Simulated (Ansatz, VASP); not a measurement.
One calculation of C, two programs

```xyz
1
Lattice="1.7428 0.0000 0.0000 0.0000 1.7428 0.0000 0.0000 0.0000 1.7428" Properties=species:S:1:pos:R:3 pbc="T T T"
C     0.0000    0.0000    0.0000
```

Alike in both runs: task relaxation of cell and atoms; functional PBEsol; k mesh 32 × 32 × 32; occupations gaussian, width 0.1 eV; no spin polarisation.

|  | VASP | Ansatz |
| --- | --- | --- |
| version | VASP 6.6.1 | Ansatz 0.2.0 |
| potentials or method | VASP PAW PBE potentials, release 64 (C), cutoff 600 eV | scalar-relativistic, plane waves, PAW |
| valence electrons in the cell | 4 | 4 |

|  | VASP | Ansatz | Ansatz less VASP |
| --- | --- | --- | --- |
| gap on the k mesh at the Fermi level, each at its own relaxed structure (eV) | none | none | - |
| relaxed volume (Å³/atom) | 5.46 | 5.46 | -0.004 |
| relaxed cell length with the largest relative difference (Å) | 1.761 | 1.760 | -0.0004 |

VASP's potentials were made for PBE, not for PBEsol. A gap of «none» marks a metal or a gap that the smearing closes.
